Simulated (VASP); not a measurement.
Sn: single point with PBE

Crystal: Sn.

```xyz
2
Lattice="0.0000 3.3289 3.3289 3.3289 0.0000 3.3289 3.3289 3.3289 0.0000" Properties=species:S:1:pos:R:3 pbc="T T T"
Sn    3.3289    3.3289    3.3289
Sn    4.9934    4.9934    4.9934
```

This isn't the form of Sn at room conditions, which is tetragonal (white tin).

- Program: VASP 6.6.1
- Task: single point
- Functional: PBE
- Potentials or basis: VASP PAW PBE potentials, release 64 (Sn_d)
- Cutoff: 520 eV
- k mesh: 8 × 8 × 8
- Occupations: fermi-dirac, width 1 eV
- Spin: no spin polarisation

| Property | Result |
| --- | --- |
| Pressure | 4.2 GPa |
| Band gap on the k mesh | zero (bands 14 and 15 overlap by 0.23 eV) |

Levels at points of the mesh, in eV from the Fermi level:
```
           k point  band 11  band 12  band 13  band 14  band 15  band 16  band 17  band 18
(0.00, 0.00, 0.00)   -10.14    -1.20     0.06     0.06     0.06     2.15     2.15     2.15
(0.50, 0.00, 0.00)    -8.67    -6.05    -1.02    -1.02    -0.17     3.20     3.20     5.64
(0.50, 0.50, 0.00)    -7.29    -7.29    -2.23    -2.23     0.89     0.89     7.23     7.23
```

It took 56 s on 1 thread of AMD EPYC 7R13, on a shared host, peak memory 0.18 GiB.

Caveat: the cell stands under pressure; so wide a smearing shifts energies and pressures; spin-orbit coupling is left out, which moves the levels of the heavy elements.
